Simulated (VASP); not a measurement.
A run of VASP 6.6.1 is set up as follows.

File POSCAR:

```
CdF2
1.0
    0.0000000000      2.6940000000      2.7748200000
    2.6940000000      0.0000000000      2.7748200000
    2.6940000000      2.6940000000      0.0000000000
Cd F
1 2
Direct
    0.0000000000      0.0000000000      0.0000000000
    0.2500000000      0.2500000000      0.2500000000
    0.7500000000      0.7500000000      0.7500000000
```

File INCAR.step1:

```
PREC     = Accurate       # precision mode
ENCUT    = 520            # plane-wave cutoff, eV
ISMEAR   = 0              # smearing method
SIGMA    = 0.05           # smearing width, eV
LREAL    = F              # projectors in reciprocal space
LASPH    = T              # aspherical terms in the spheres
NELM     = 60             # most SCF steps
NBANDS   = 20             # bands
GGA      = PE             # functional
ALGO     = Normal         # electronic algorithm
EDIFF    = 1E-4           # SCF threshold, eV
LWAVE    = T              # write WAVECAR
LCHARG   = F              # write CHGCAR
```

The input INCAR.step2:

```
PREC     = Accurate       # precision mode
ENCUT    = 520            # plane-wave cutoff, eV
EDIFF    = 1E-6           # SCF threshold, eV
ISMEAR   = 0              # smearing method
SIGMA    = 0.05           # smearing width, eV
LREAL    = F              # projectors in reciprocal space
LASPH    = T              # aspherical terms in the spheres
NELM     = 60             # most SCF steps
ALGO     = Normal         # electronic algorithm
ISIF     = 2              # what is computed and relaxed
LWAVE    = F              # write WAVECAR
LCHARG   = T              # write CHGCAR
METAGGA  = R2SCAN         # meta-GGA
LMIXTAU  = T            
LELF     = T              # ELF
LVHAR    = T            
NBANDS   = 20             # bands
ISTART   = 1
```

The input KPOINTS:

```
regular mesh
0
Gamma
  8 8 8
```

Potentials or basis: VASP PAW PBE potentials, release 64 (Cd, F).

The run is started by

```sh
$ cat potpaw_PBE.64/Cd/POTCAR potpaw_PBE.64/F/POTCAR > POTCAR
$ cp INCAR.step1 INCAR
$ mpirun -np 1 vasp_std > vasp.out
$ cp INCAR.step2 INCAR
$ mpirun -np 1 vasp_std > vasp.out
```

Question: Predict the band gap on the k mesh.

Answer: 3.61 eV (least direct gap 4.12 eV).

Question: Predict the pressure.

Answer: -2.3 GPa.

Stress tensor (GPa, compression positive):
```
-1.17  0.00  0.00
 0.00 -1.17  0.00
 0.00  0.00 -4.48
```

Caveat: the cell differs from its parent crystal (strain +0.000 along x and y, +0.030 along z); the PAW data sets were made with another functional, which shifts forces and pressure a little. A k mesh can miss the band edges.
